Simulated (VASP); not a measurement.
Set up this calculation in VASP 6.6.1, as the native input.

```
Task                   : single point
Functional             : r2SCAN
Potentials or basis    : VASP PAW PBE potentials, release 64 (F, Cl, Li_sv)
Cutoff                 : 520 eV
k mesh                 : 10 × 10 × 10
Occupations            : gaussian, width 0.01 eV
Spin                   : no spin polarisation
Dipole correction      : no
Further INCAR settings : ALGO = Normal; EDIFF = 1e-07; NBANDS = 18
```

Li2ClF:

```xyz
4
Lattice="1.6438 0.9490 5.2638 -1.6438 0.9490 5.2638 0.0000 -1.8981 5.2638" Properties=species:S:1:pos:R:3 pbc="T T T"
F     1.6438    0.9490    5.2638
Cl    0.0000    0.0000    7.8956
Li    0.0000    0.0000    4.1588
Li    0.0000    0.0000   11.6325
```

One way to write it, as run:

POSCAR

```
Li2ClF
1.0
    1.6438003697      0.9490485859      5.2637591344
   -1.6438003697      0.9490485859      5.2637591344
    0.0000000000     -1.8980971719      5.2637591344
F Cl Li
1 1 2
Direct
    1.0000000000      0.0000000000      0.0000000000
    0.5000000000      0.5000000000      0.5000000000
    0.2633593308      0.2633593308      0.2633593308
    0.7366406692      0.7366406692      0.7366406692
```

INCAR.step1

```
PREC = Accurate
ENCUT = 520
ISMEAR = 0
SIGMA = 0.01
LREAL = False
LASPH = True
NELM = 100
NBANDS = 18
GGA = PE
ALGO = Normal
EDIFF = 1E-4
LWAVE = True
LCHARG = False
```

INCAR.step2

```
PREC = Accurate
ENCUT = 520
EDIFF = 1E-7
ISMEAR = 0
SIGMA = 0.01
LREAL = False
LASPH = True
NELM = 100
ALGO = Normal
ISIF = 2
LWAVE = False
LCHARG = False
METAGGA = R2SCAN
LMIXTAU = True
NBANDS = 18
ISTART = 1
```

KPOINTS

```
regular mesh
0
Gamma
  10 10 10
```

Potentials or basis: VASP PAW PBE potentials, release 64 (F, Cl, Li_sv).

Command:

```console
$ cat potpaw_PBE.64/F/POTCAR potpaw_PBE.64/Cl/POTCAR potpaw_PBE.64/Li_sv/POTCAR > POTCAR
$ cp INCAR.step1 INCAR
$ mpirun -np 1 vasp_std > vasp.out
$ cp INCAR.step2 INCAR
$ mpirun -np 1 vasp_std > vasp.out
```

Results of the run:

The largest force is 0.013 eV/Å. The band gap on the k mesh is 5.65 eV.

Caveat: the PAW data sets were made with another functional, which shifts forces and pressure a little.

It took 17 min on 1 thread of AMD EPYC 9755 128-Core Processor (shared host), peak memory 0.29 GiB.
